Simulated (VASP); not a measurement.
A run of VASP 6.6.1:

POSCAR

```
BP
1.0
    0.0000000000      2.2909988256      2.2590883222
    2.2909988256      0.0000000000      2.2590883222
    2.2909988256      2.2909988256      0.0000000000
B P
1 1
Direct
    0.0000000000      0.0000000000      0.0000000000
    0.2500000000      0.2500000000      0.2500000000
```

File INCAR.step1:

```
SYSTEM = BP
PREC     = Accurate       ! precision mode
ENCUT    = 520            ! plane-wave cutoff, eV
EDIFF    = 1E-5           ! SCF threshold, eV
ISMEAR   = 0              ! smearing method
SIGMA    = 0.01           ! smearing width, eV
LREAL    = .False.        ! projectors in reciprocal space
LASPH    = .True.         ! aspherical terms in the spheres
NELM     = 100            ! most SCF steps
ALGO     = Normal         ! electronic algorithm
ISIF     = 2              ! what is computed and relaxed
LWAVE    = .True.         ! write WAVECAR
LCHARG   = .False.        ! write CHGCAR
NBANDS   = 11             ! bands
GGA      = PE             ! functional
```

File INCAR.step2:

```
SYSTEM = BP
PREC     = Accurate       ! precision mode
ENCUT    = 520            ! plane-wave cutoff, eV
EDIFF    = 1E-6           ! SCF threshold, eV
ISMEAR   = 0              ! smearing method
SIGMA    = 0.01           ! smearing width, eV
LREAL    = .False.        ! projectors in reciprocal space
LASPH    = .True.         ! aspherical terms in the spheres
NELM     = 100            ! most SCF steps
ALGO     = Normal         ! electronic algorithm
ISIF     = 2              ! what is computed and relaxed
LWAVE    = .False.        ! write WAVECAR
LCHARG   = .False.        ! write CHGCAR
GGA      = PE             ! functional
LHFCALC  = .True.         ! exact exchange
HFSCREEN = 0.2079         ! screening, 1/A
PRECFOCK = Normal       
NBANDS   = 11             ! bands
ISTART   = 1
```

The input KPOINTS:

```
regular mesh
0
Gamma
  6 6 6
  0 0 0
```

Potentials or basis: VASP PAW PBE potentials, release 64 (B, P).

Launch:

```sh
$ cat potpaw_PBE.64/B/POTCAR potpaw_PBE.64/P/POTCAR > POTCAR
$ cp INCAR.step1 INCAR
$ mpirun -np 1 vasp_std > vasp.out
$ cp INCAR.step2 INCAR
$ mpirun -np 1 vasp_std > vasp.out
```

Hardware: 1 thread of Intel(R) Xeon(R) Platinum 8488C (Sapphire Rapids), with other jobs on the host.

Task: How long does it take, and how much memory?

Result: Run time: 5.9 min on 1 thread of Intel(R) Xeon(R) Platinum 8488C (Sapphire Rapids), on a shared host, peak memory 0.24 GiB. Counts: k points 30.
